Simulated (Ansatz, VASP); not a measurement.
**One calculation of Ta2N, two programs**

```xyz
3
Lattice="3.2521 -0.0098 0.0047 -1.6346 2.7697 -0.0013 0.0073 0.0019 5.0473" Properties=species:S:1:pos:R:3 pbc="T T T"
Ta    1.3373    1.0495    3.7635
Ta    0.2875    1.7123    1.2872
N     0.0000    0.0000    0.0000
```

Alike in both runs: task single point; functional PBE; k mesh 14 × 14 × 8; occupations gaussian, width 0.1 eV; no spin polarisation.

```csv
,VASP,Ansatz
version,VASP 6.6.1,Ansatz 0.2.0
potentials or method,"VASP PAW PBE potentials, release 64 (Ta_pv, N), cutoff 520 eV","scalar-relativistic, plane waves, PAW"
valence electrons in the cell,27,31
```

|  | VASP | Ansatz | Ansatz less VASP |
| --- | --- | --- | --- |
| gap on the k mesh at the Fermi level (eV) | none | none | - |
| pressure (GPa) | -14.2 | -14.5 | -0.25 |
| traceless stress, the component that is largest in VASP (GPa) | 5.63 | 5.65 | +0.015 |
| rms of the force components (eV/Å) | 0.706 | 0.701 | -0.0052 |

Atom by atom the forces differ by 0.018 eV/Å (rms over components). A gap of «none» marks a metal or a gap that the smearing closes. With one functional, cell and mesh, what is left measures potentials, basis and numerics. VASP's potentials hold 27 valence electrons a cell and Ansatz's 31, so a difference there can come from the potentials and not from the codes.

Neither program's run includes spin-orbit coupling.
